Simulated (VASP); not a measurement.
## Al18Si: single point with PBE

The system is Al18Si, a slab with vacuum.

```
Al Si
1.0
     5.72757    0.00000    0.00000
     4.29567    7.44032    0.00000
     0.00000    0.00000   16.67654
Al Si
18 1
Direct
  0.16667 0.11111 0.05996
  0.66667 0.11111 0.05996
  0.16667 0.44444 0.05996
  0.66667 0.44444 0.05996
  0.16667 0.77778 0.05996
  0.66667 0.77778 0.05996
  0.83041 0.22162 0.19534
  0.32720 0.22449 0.19774
  0.82672 0.56187 0.20002
  0.32136 0.56343 0.19980
  0.82499 0.88976 0.20399
  0.32873 0.89091 0.20292
  0.00331 0.98580 0.34358
  0.49215 0.00504 0.35041
  0.97390 0.32878 0.33149
  0.51989 0.33290 0.33107
  0.99702 0.66082 0.34973
  0.49481 0.67283 0.34277
  0.23091 0.35317 0.44103
```

```yaml
Program: VASP 6.6.1
Task: single point
Functional: PBE
Potentials_or_basis: VASP PAW PBE potentials, release 64 (Al, Si)
Cutoff: 520 eV
k_mesh: 3 × 2 × 1
Occupations: gaussian, width 0.15 eV
Spin: no spin polarisation
Dipole_correction: no
Further_INCAR_settings: LREAL = Auto; ALGO = Normal; EDIFF = 1e-06; NBANDS = 44
```

- Largest force: 0.178 eV/Å
- Band gap on the k mesh: zero (bands 29 and 30 overlap by 0.69 eV)

Forces on the atoms (eV/Å):
```
Al   0.108 -0.124 -0.069
Al  -0.138  0.005 -0.076
Al   0.033 -0.029  0.009
Al  -0.054 -0.012  0.022
Al  -0.031  0.040  0.030
Al   0.015  0.083  0.089
Al   0.004  0.002  0.003
Al   0.004  0.004  0.005
Al   0.004  0.003  0.000
Al   0.005  0.002  0.001
Al   0.004  0.004  0.002
Al   0.006  0.000 -0.002
Al   0.006  0.002 -0.003
Al   0.007  0.004 -0.003
Al   0.005  0.003  0.008
Al   0.012  0.000 -0.005
Al   0.003  0.004 -0.001
Al   0.006  0.003 -0.005
Si   0.002  0.005 -0.004
```

Levels at points of the mesh, in eV from the Fermi level:
| k point | band 26 | band 27 | band 28 | band 29 | band 30 | band 31 | band 32 | band 33 |
| --- | --- | --- | --- | --- | --- | --- | --- | --- |
| (0.00, 0.00, 0.00) | -0.57 | -0.30 | -0.21 | -0.13 | 0.07 | 0.13 | 0.70 | 0.97 |
| (0.00, 0.50, 0.00) | -0.92 | -0.76 | -0.56 | -0.24 | -0.15 | -0.08 | 0.67 | 0.91 |

Run time: 4.3 min on 1 thread of Intel(R) Xeon(R) Platinum 8259CL CPU @ 2.50GHz (Skylake/Cascade Lake), with other jobs on the host, peak memory 0.73 GiB.

Caveat: the k points lie up to 0.42 Å⁻¹ apart, too coarse for converged energies and pressures of a metal.
